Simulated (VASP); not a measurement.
# BaTiO3 (R3m) in VASP: a series of runs

The runs below take BaTiO3 through single point, relaxation of shape and atoms at fixed volume, with PBE+U.

Program: VASP 6.6.1. These are calculated values, not measurements. Logs are shortened: lines on timing, memory, paths and dates and some standing lists are left out, and cuts for length are marked.

### Step 1. The cell of the first run

It takes space group R3m (No. 160, trigonal). The conventional cell has a = 5.721 Å, b = 5.721 Å, c = 7.038 Å, α = 90.00°, β = 90.00°, γ = 120.00°. Ba (site symmetry 3m) has 12 O at 2.80 to 2.94 Å and 8 Ti at 3.45 to 3.59 Å within 3.7 Å. Within 2.5 Å of Ti (site symmetry 3m) lie 6 O at 1.91 to 2.15 Å. Within 2.5 Å of O (site symmetry m) lie 2 Ti at 1.91 to 2.15 Å.

### Step 2. Single point, PBE+U

INCAR

```
SYSTEM = BaTiO3
ALGO     = Normal         ! electronic algorithm
EDIFF    = 1E-6           ! SCF threshold, eV
ENCUT    = 520            ! plane-wave cutoff, eV
GGA      = PE             ! functional
ISIF     = 2              ! what is computed and relaxed
ISMEAR   = 0              ! smearing method
LASPH    = .TRUE.         ! aspherical terms in the spheres
LCHARG   = .FALSE.        ! write CHGCAR
LDAU     = .TRUE.         ! DFT+U
LDAUJ    = 0 0 0        
LDAUL    = -1 2 -1        ! shell
LDAUPRINT= 1            
LDAUTYPE = 2            
LDAUU    = 0 4 0          ! U, eV
LMAXMIX  = 4              ! l up to which the mixer works
LREAL    = .FALSE.        ! projectors in reciprocal space
LWAVE    = .FALSE.        ! write WAVECAR
NBANDS   = 28             ! bands
NELM     = 150            ! most SCF steps
PREC     = Accurate       ! precision mode
SIGMA    = 0.02           ! smearing width, eV
```

KPOINTS

```
k-points
0
G
  6 6 6
  0 0 0
```

POSCAR

```
BaTiO3
1.0
    2.8603720874      1.6514365946      2.3460535755
   -2.8603720874      1.6514365946      2.3460535755
    0.0000000000     -3.3028731892      2.3460535755
Ba Ti O
1 1 3
Direct
    0.0026800272      0.0026800272      0.0026800272
    0.5127992511      0.5127992511      0.5127992511
    0.4903227002      0.4903227002      0.9825753213
    0.4903227002      0.9825753213      0.4903227002
    0.9825753213      0.4903227002      0.4903227002
```

Potentials or basis: VASP PAW PBE potentials, release 64 (Ba_sv, Ti_sv, O).

Launch:

```sh
$ cat potpaw_PBE.64/Ba_sv/POTCAR potpaw_PBE.64/Ti_sv/POTCAR potpaw_PBE.64/O/POTCAR > POTCAR
$ mpirun -np 1 vasp_std > vasp.out
```

OUTCAR:

```text
SYSTEM = BaTiO3
   EDIFF = 1E-6
   ENCUT = 520
   GGA = PE
   ISIF = 2
   ISMEAR = 0
   LASPH = .TRUE.
   LREAL = .FALSE.
   NELM = 150
   PREC = Accurate

 ion  position               nearest neighbor table
   1  0.003  0.003  0.003-   3 2.80   4 2.80   5 2.80   5 2.86   4 2.86   4 2.86   5 2.86   3 2.86
                             3 2.86   3 2.94   4 2.94   5 2.94   2 3.45   2 3.48   2 3.48   2 3.48
   2  0.513  0.513  0.513-   3 1.91   4 1.91   5 1.91   3 2.15   4 2.15   5 2.15   1 3.45   1 3.48
                             1 3.48   1 3.48   1 3.53   1 3.53   1 3.53   1 3.59
   3  0.490  0.490  0.983-   2 1.91   2 2.15   1 2.80   1 2.86   1 2.86   1 2.94
   4  0.490  0.983  0.490-   2 1.91   2 2.15   1 2.80   1 2.86   1 2.86   1 2.94
   5  0.983  0.490  0.490-   2 1.91   2 2.15   1 2.80   1 2.86   1 2.86   1 2.94

  LATTYP: Found a trigonal (rhomboedric) cell.
 ALAT       =     4.0512885214
 COS(alpha) =     0.0030148000

  Lattice vectors:

 A1 = (   2.8603720874,   1.6514365946,   2.3460535755)
 A2 = (  -2.8603720874,   1.6514365946,   2.3460535755)
 A3 = (   0.0000000000,  -3.3028731892,   2.3460535755)

Analysis of symmetry for initial positions (statically):
=====================================================================
 Subroutine PRICEL returns:
 Original cell was already a primitive cell.

 Routine SETGRP: Setting up the symmetry group for a
 trigonal (rhombohedral) supercell.

 Subroutine GETGRP returns: Found  6 space group operations
 (whereof  6 operations were pure point group operations)
 out of a pool of 12 trial point group operations.

The static configuration has the point symmetry C_3v.

Analysis of symmetry for dynamics (positions and initial velocities):
=====================================================================
 Subroutine PRICEL returns:
 Original cell was already a primitive cell.

 Routine SETGRP: Setting up the symmetry group for a
 trigonal (rhombohedral) supercell.

 Subroutine GETGRP returns: Found  6 space group operations
 (whereof  6 operations were pure point group operations)
 out of a pool of 12 trial point group operations.

The dynamic configuration has the point symmetry C_3v.

 Subroutine INISYM returns: Found  6 space group operations
 (whereof  6 operations are pure point group operations),
 and found     1 'primitive' translations

----------------------------------------------------------------------------------------

                                     Primitive cell

  volume of cell :      66.4926

  direct lattice vectors                    reciprocal lattice vectors
     2.860372087  1.651436595  2.346053576     0.174802433  0.100922232  0.142082575
    -2.860372087  1.651436595  2.346053576    -0.174802433  0.100922232  0.142082575
     0.000000000 -3.302873189  2.346053576     0.000000000 -0.201844463  0.142082575

  length of vectors
     4.051288521  4.051288521  4.051288521     0.246837286  0.246837286  0.246837286

  position of ions in fractional coordinates (direct lattice)
     0.002680027  0.002680027  0.002680027
     0.512799251  0.512799251  0.512799251
     0.490322700  0.490322700  0.982575321
     0.490322700  0.982575321  0.490322700
     0.982575321  0.490322700  0.490322700

  ion indices of the primitive-cell ions
   primitive index   ion index
                 1           1
                 2           2
                 3           3
                 4           4
                 5           5

----------------------------------------------------------------------------------------

 KPOINTS: k-points

Automatic generation of k-mesh.
 Grid dimensions read from file:
 generate k-points for:    6    6    6

 Generating k-lattice:

[... 48 lines left out ...]
   ions per type =               1   1   3
   NGX,Y,Z   is equivalent  to a cutoff of  12.31, 12.31, 12.31 a.u.
   NGXF,Y,Z  is equivalent  to a cutoff of  24.62, 24.62, 24.62 a.u.
 SYSTEM =  BaTiO3
   PREC   = accura    normal or accurate (medium, high low for compatibility)
   ISTART =      0    job   : 0-new  1-cont  2-samecut
   ICHARG =      2    charge: 1-file 2-atom 10-const
   ISPIN  =      1    spin polarized calculation?
   LNONCOLLINEAR =      F non collinear calculations
   LSORBIT =      F    spin-orbit coupling
   LASPH  =      T    aspherical Exc in radial PAW
   ENCUT  =  520.0 eV  38.22 Ry    6.18 a.u.   7.53  7.53  7.53*2*pi/ulx,y,z
   NELM   =    150;   NELMIN=  2; NELMDL= -5     # of ELM steps
   EDIFF  = 0.1E-05   stopping-criterion for ELM
   LREAL  =      F    real-space projection
   EDIFFG = 0.1E-04   stopping-criterion for IOM
   NSW    =      0    number of steps for IOM
   IBRION =     -1    ionic relax: 0-MD 1-quasi-New 2-CG
   NFREE  =      0    steps in history (QN), initial steepest desc. (CG)
   ISIF   =      2    stress and relaxation
   ISYM   =      2    0-nonsym 1-usesym 2-fastsym
   POTIM  = 0.5000    time-step for ionic-motion
   TEBEG  =    0.0;   TEEND  =   0.0 temperature during run
   PSTRESS=    0.0 pullay stress
   NELECT =      40.0000    total number of electrons
   NUPDOWN=      -1.0000    fix difference up-down
   EMIN   =  10.00;   EMAX   =-10.00  energy-range for DOS
   EFERMI =   0.00;   METHOD = LEGACY
   ISMEAR =     0;   SIGMA  =   0.02  broadening in eV -4-tet -1-fermi 0-gaus
   EFERMI_NEDOS =   21; number of points for ismear=-14 and -15
   IALGO  =     38    algorithm
   IMIX   =      4    mixing-type and parameters
     AMIX     =   0.40;   BMIX     =  1.00
     AMIX_MAG =   1.60;   BMIX_MAG =  1.00
  volume/ion in A,a.u.               =      13.30        89.74
  Fermi-wavevector in a.u.,A,eV,Ry     =   1.381986  2.611575 25.985565  1.909885
  Thomas-Fermi vector in A             =   2.506719
   LORBIT       =      0    0 simple, 1 ext, 2 COOP (PROOUT), +10 PAW based schemes
 LDA+U is selected, type is set to LDAUTYPE =  2
   angular momentum for each species LDAUL =    -1    2   -1
   U (eV)           for each species LDAUU =   0.0  4.0  0.0
   J (eV)           for each species LDAUJ =   0.0  0.0  0.0
   GGA     = PE    functional components
   LHFCALC =     F    Hartree Fock is set to
   AEXX    =    0.0000 exact exchange contribution
   IVDW    =     0    specifies the selected vdW correction
   LEPSILON=     F    determine dielectric tensor
   LRPA    =     F    only Hartree local field effects (RPA)
 non-spin polarized calculation
 Gauss-broadening in eV      SIGMA  =   0.02
  energy-cutoff  :      520.00
  volume of cell :       66.49
 maximum number of plane-waves:      1812
   NGX = 15   NGY = 15   NGZ = 15

atom =   2  type =  2  l = 2

 onsite density matrix

spin component  1

  0.1596 -0.0000  0.0000  0.0627 -0.0000
 -0.0000  0.1896 -0.0000  0.0000  0.0627
  0.0000 -0.0000  0.1084  0.0000 -0.0000
  0.0627  0.0000  0.0000  0.1896 -0.0000
 -0.0000  0.0627 -0.0000 -0.0000  0.1596

spin component  2

  0.1596 -0.0000  0.0000  0.0627 -0.0000
 -0.0000  0.1896 -0.0000  0.0000  0.0627
  0.0000 -0.0000  0.1084  0.0000 -0.0000
  0.0627  0.0000  0.0000  0.1896 -0.0000
 -0.0000  0.0627 -0.0000 -0.0000  0.1596

 occupancies and eigenvectors

  o =  0.1084  v =  0.0000 -0.0000  1.0000  0.0000  0.0000  0.0000  0.0000  0.0000  0.0000  0.0000      0.0000  0.0000  0.0000  0.0000  0.0000  0.0000  0.0000  0.0000  0.0000  0.0000
  o =  0.1084  v =  0.0000  0.0000  0.0000  0.0000  0.0000  0.0000 -0.0000  1.0000  0.0000  0.0000      0.0000  0.0000  0.0000  0.0000  0.0000  0.0000  0.0000  0.0000  0.0000  0.0000
  o =  0.1101  v =  0.0000 -0.6195 -0.0000  0.0000  0.7850  0.0000  0.0000  0.0000  0.0000  0.0000      0.0000  0.0000  0.0000  0.0000  0.0000  0.0000  0.0000  0.0000  0.0000  0.0000
  o =  0.1101  v =  0.0000  0.0000  0.0000  0.0000  0.0000  0.0000 -0.6195 -0.0000  0.0000  0.7850      0.0000  0.0000  0.0000  0.0000  0.0000  0.0000  0.0000  0.0000  0.0000  0.0000
  o =  0.1101  v =  0.0000  0.0000  0.0000  0.0000  0.0000 -0.7850  0.0000  0.0000  0.6195 -0.0000      0.0000  0.0000  0.0000  0.0000  0.0000  0.0000  0.0000  0.0000  0.0000  0.0000
  o =  0.1101  v = -0.7850  0.0000  0.0000  0.6195 -0.0000  0.0000  0.0000  0.0000  0.0000  0.0000      0.0000  0.0000  0.0000  0.0000  0.0000  0.0000  0.0000  0.0000  0.0000  0.0000
  o =  0.2391  v =  0.0000 -0.7850  0.0000  0.0000 -0.6195  0.0000  0.0000  0.0000  0.0000  0.0000      0.0000  0.0000  0.0000  0.0000  0.0000  0.0000  0.0000  0.0000  0.0000  0.0000
  o =  0.2391  v =  0.0000  0.0000  0.0000  0.0000  0.0000  0.0000 -0.7850  0.0000  0.0000 -0.6195      0.0000  0.0000  0.0000  0.0000  0.0000  0.0000  0.0000  0.0000  0.0000  0.0000
  o =  0.2391  v =  0.0000  0.0000  0.0000  0.0000  0.0000  0.6195  0.0000  0.0000  0.7850 -0.0000      0.0000  0.0000  0.0000  0.0000  0.0000  0.0000  0.0000  0.0000  0.0000  0.0000
  o =  0.2391  v =  0.6195  0.0000  0.0000  0.7850 -0.0000  0.0000  0.0000  0.0000  0.0000  0.0000      0.0000  0.0000  0.0000  0.0000  0.0000  0.0000  0.0000  0.0000  0.0000  0.0000

 number of electron      40.0000007 magnetization

 Free energy of the ion-electron system (eV)
  ---------------------------------------------------
  ext. energy  EPLUGINS =         0.00000000
  ---------------------------------------------------
  free energy    TOTEN  =       -37.30699092 eV

  energy without entropy =      -37.30699092  energy(sigma->0) =      -37.30699092

 E-fermi :   3.8358     XC(G=0): -11.0620

 val. band max:        3.6463999792   @ k =   0.5000   0.5000   0.5000
 cond. band min:       6.2669361312   @ k =   0.0000   0.0000   0.0000
 fundamental gap:      2.6205361520
 Fermi energy:         3.8358076547

 k-point     1 :       0.0000    0.0000    0.0000
  band No.  band energies     occupation
      1     -53.9412      2.00000
      2     -30.1252      2.00000
      3     -30.1143      2.00000
      4     -30.1143      2.00000
      5     -21.2482      2.00000
      6     -13.1724      2.00000
[... 733 lines left out ...]
     27      11.6347      0.00000
     28      12.0604      0.00000

 [... further k-points ...]
[... 5 lines left out ...]
  --------------------------------------------------------------------------------------
  -------------------------------------------------------------------------------------
  Total        1.5050551      1.5050551      1.3178596      0.0000000      0.0000000      0.0000000
  in kB       36.2651402     36.2651402     31.7545611      0.0000000      0.0000000      0.0000000
  external PRESSURE =      34.7616139 kB  Pullay stress =       0.0000000 kB

 VOLUME and BASIS-vectors are now :
 -----------------------------------------------------------------------------
  energy-cutoff  :      520.00
  volume of cell :       66.49
      direct lattice vectors                 reciprocal lattice vectors
     2.860372087  1.651436595  2.346053576     0.174802433  0.100922232  0.142082575
    -2.860372087  1.651436595  2.346053576    -0.174802433  0.100922232  0.142082575
     0.000000000 -3.302873189  2.346053576     0.000000000 -0.201844463  0.142082575

 POSITION                                       TOTAL-FORCE (eV/Angst)
 -----------------------------------------------------------------------------------
      0.00000      0.00000      0.01886         0.000000      0.000000     -0.039128
      0.00000      0.00000      3.60916         0.000000      0.000000     -0.604175
      0.00000     -1.62585      4.60582         0.000000     -0.295524      0.214434
     -1.40803      0.81292      4.60582        -0.255931      0.147762      0.214434
      1.40803      0.81292      4.60582         0.255931      0.147762      0.214434
 -----------------------------------------------------------------------------------
    total drift:                                0.000000      0.000001      0.000908

  FREE ENERGIE OF THE ION-ELECTRON SYSTEM (eV)
  ---------------------------------------------------
  free  energy   TOTEN  =       -37.3069909194 eV

  energy  without entropy=      -37.3069909194  energy(sigma->0) =      -37.30699092
```

It took 64 s on 1 thread of AMD EPYC 7R43 (Zen 3), shared host; peak memory 0.17 GiB.

What came out:

| Quantity | Value |
| --- | --- |
| Free energy | -37.3070 eV |
| Pressure | 3.5 GPa |
| Largest force | 0.604 eV/Å |
| Band gap on the k mesh | 2.62 eV, indirect (least direct gap 3.03 eV) |

Forces on the atoms (eV/Å):
```
Ba   0.000  0.000 -0.039
Ti   0.000  0.000 -0.604
O    0.000 -0.296  0.214
O   -0.256  0.148  0.214
O    0.256  0.148  0.214
```

Levels at points of the mesh, in eV from the valence-band top:
```tsv
k point	band 18	band 19	band 20	band 21	band 22	band 23
(0.00, 0.00, 0.00)	-0.48	-0.41	-0.41	2.62	2.62	2.71
(0.50, 0.00, 0.00)	-1.57	-0.94	-0.87	2.79	3.97	4.05
(0.50, 0.50, 0.00)	-0.92	-0.88	-0.09	4.04	4.04	4.40
(0.50, 0.50, 0.50)	-0.02	-0.02	0.00	4.52	4.64	4.64
```

Eigenvalues of the final occupation matrices:
```
    site  spin  trace               eigenvalues
site 2 d     1   0.81  0.11 0.11 0.11 0.24 0.24
site 2 d     2   0.81  0.11 0.11 0.11 0.24 0.24
```

Caveat: spin-orbit coupling is left out, which moves the levels of the heavy elements. A k mesh can miss the band edges.

### Step 3. Single point, PBE+U

INCAR

```
PREC = Accurate
ENCUT = 520
EDIFF = 1E-7
ISMEAR = 0
SIGMA = 0.01
LREAL = False
LASPH = True
NELM = 150
ALGO = Normal
ISIF = 2
LWAVE = False
LCHARG = False
LMAXMIX = 4
LDAU = True
LDAUTYPE = 2
LDAUL = -1 2 -1
LDAUU = 0 4 0
LDAUJ = 0 0 0
LDAUPRINT = 1
GGA = PE
NBANDS = 28
```

KPOINTS

```
regular mesh
0
Gamma
  6 6 6
```

POSCAR is that of step 2.

Potentials or basis: VASP PAW PBE potentials, release 64 (Ba_sv, Ti_sv, O).

Launch:

```sh
$ cat potpaw_PBE.64/Ba_sv/POTCAR potpaw_PBE.64/Ti_sv/POTCAR potpaw_PBE.64/O/POTCAR > POTCAR
$ mpirun -np 1 vasp_std > vasp.out
```

OUTCAR:

```text
PREC = Accurate
   ENCUT = 520
   EDIFF = 1E-7
   ISMEAR = 0
   LREAL = False
   LASPH = True
   NELM = 150
   ISIF = 2
   GGA = PE

 ion  position               nearest neighbor table
   1  0.003  0.003  0.003-   3 2.80   4 2.80   5 2.80   5 2.86   4 2.86   4 2.86   5 2.86   3 2.86
                             3 2.86   3 2.94   4 2.94   5 2.94   2 3.45   2 3.48   2 3.48   2 3.48
   2  0.513  0.513  0.513-   3 1.91   4 1.91   5 1.91   3 2.15   4 2.15   5 2.15   1 3.45   1 3.48
                             1 3.48   1 3.48   1 3.53   1 3.53   1 3.53   1 3.59
   3  0.490  0.490  0.983-   2 1.91   2 2.15   1 2.80   1 2.86   1 2.86   1 2.94
   4  0.490  0.983  0.490-   2 1.91   2 2.15   1 2.80   1 2.86   1 2.86   1 2.94
[... 988 lines left out ...]
  Total        1.5040435      1.5040435      1.3168121     -0.0000000      0.0000000      0.0000000
  in kB       36.2407661     36.2407661     31.7293223     -0.0000000      0.0000000      0.0000000
  external PRESSURE =      34.7369515 kB  Pullay stress =       0.0000000 kB

 VOLUME and BASIS-vectors are now :
 -----------------------------------------------------------------------------
  energy-cutoff  :      520.00
  volume of cell :       66.49
      direct lattice vectors                 reciprocal lattice vectors
     2.860372087  1.651436595  2.346053576     0.174802433  0.100922232  0.142082575
    -2.860372087  1.651436595  2.346053576    -0.174802433  0.100922232  0.142082575
     0.000000000 -3.302873189  2.346053576     0.000000000 -0.201844463  0.142082575

 POSITION                                       TOTAL-FORCE (eV/Angst)
 -----------------------------------------------------------------------------------
      0.00000      0.00000      0.01886        -0.000000     -0.000000     -0.039153
      0.00000      0.00000      3.60916        -0.000000      0.000000     -0.604202
      0.00000     -1.62585      4.60582        -0.000000     -0.295513      0.214452
     -1.40803      0.81292      4.60582        -0.255921      0.147756      0.214452
      1.40803      0.81292      4.60582         0.255921      0.147756      0.214452
 -----------------------------------------------------------------------------------
    total drift:                               -0.000000      0.000001      0.000977

  FREE ENERGIE OF THE ION-ELECTRON SYSTEM (eV)
  ---------------------------------------------------
  free  energy   TOTEN  =       -37.3069909913 eV

  energy  without entropy=      -37.3069909913  energy(sigma->0) =      -37.30699099
```

OSZICAR:

```text
N       E                     dE             d eps       ncg     rms          rms(c)
DAV:   1     0.438623314413E+03    0.43862E+03   -0.20659E+04  1792   0.154E+03
DAV:   2    -0.312552622952E+01   -0.44175E+03   -0.42205E+03  2072   0.429E+02
DAV:   3    -0.470552540007E+02   -0.43930E+02   -0.43584E+02  2496   0.133E+02
DAV:   4    -0.491021955871E+02   -0.20469E+01   -0.20424E+01  2700   0.250E+01
DAV:   5    -0.491667750525E+02   -0.64579E-01   -0.64566E-01  2432   0.338E+00    0.232E+01
DAV:   6    -0.371391726426E+02    0.12028E+02   -0.56935E+01  2676   0.677E+01    0.890E+00
DAV:   7    -0.373700416116E+02   -0.23087E+00   -0.80847E+00  2360   0.171E+01    0.567E+00
DAV:   8    -0.373100507822E+02    0.59991E-01   -0.11864E+00  2292   0.942E+00    0.222E+00
DAV:   9    -0.373153673164E+02   -0.53165E-02   -0.19443E-01  2188   0.341E+00    0.104E+00
DAV:  10    -0.373191336686E+02   -0.37664E-02   -0.10687E-01  2084   0.200E+00    0.944E-01
DAV:  11    -0.373089534114E+02    0.10180E-01   -0.76902E-02  2384   0.244E+00    0.358E-01
DAV:  12    -0.373072133205E+02    0.17401E-02   -0.46479E-03  2264   0.652E-01    0.129E-01
DAV:  13    -0.373071756662E+02    0.37654E-04   -0.39970E-03  2536   0.460E-01    0.113E-01
DAV:  14    -0.373069978317E+02    0.17783E-03   -0.68204E-04  2408   0.204E-01    0.344E-02
DAV:  15    -0.373070015090E+02   -0.36773E-05   -0.27145E-05  2112   0.457E-02    0.277E-02
DAV:  16    -0.373069914426E+02    0.10066E-04   -0.33919E-05  2072   0.302E-02    0.682E-03
DAV:  17    -0.373069909256E+02    0.51698E-06   -0.45785E-06  2552   0.105E-02    0.256E-03
DAV:  18    -0.373069909913E+02   -0.65695E-07   -0.78554E-08  1284   0.198E-03
   1 F= -.37306991E+02 E0= -.37306991E+02  d E =-.107328-159
```

It took 74 s on 1 thread of AMD EPYC 7R43 (Zen 3), shared host; peak memory 0.17 GiB.

What came out:

| Item | Value |
| --- | --- |
| Free energy | -37.3070 eV |
| Pressure | 3.5 GPa |
| Largest force | 0.604 eV/Å |
| Band gap on the k mesh | 2.62 eV, indirect (least direct gap 3.03 eV) |

Forces in eV/Å, atoms in the order of the input:
```
Ba   0.000  0.000 -0.039
Ti   0.000  0.000 -0.604
O    0.000 -0.296  0.214
O   -0.256  0.148  0.214
O    0.256  0.148  0.214
```

Eigenvalues of the final occupation matrices:
| site | spin | trace | eigenvalues |
| --- | --- | --- | --- |
| site 2 d | 1 | 0.81 | 0.11 0.11 0.11 0.24 0.24 |
| site 2 d | 2 | 0.81 | 0.11 0.11 0.11 0.24 0.24 |

Caveat: spin-orbit coupling is left out, which moves the levels of the heavy elements.

(Continued in part 2 of 2.)
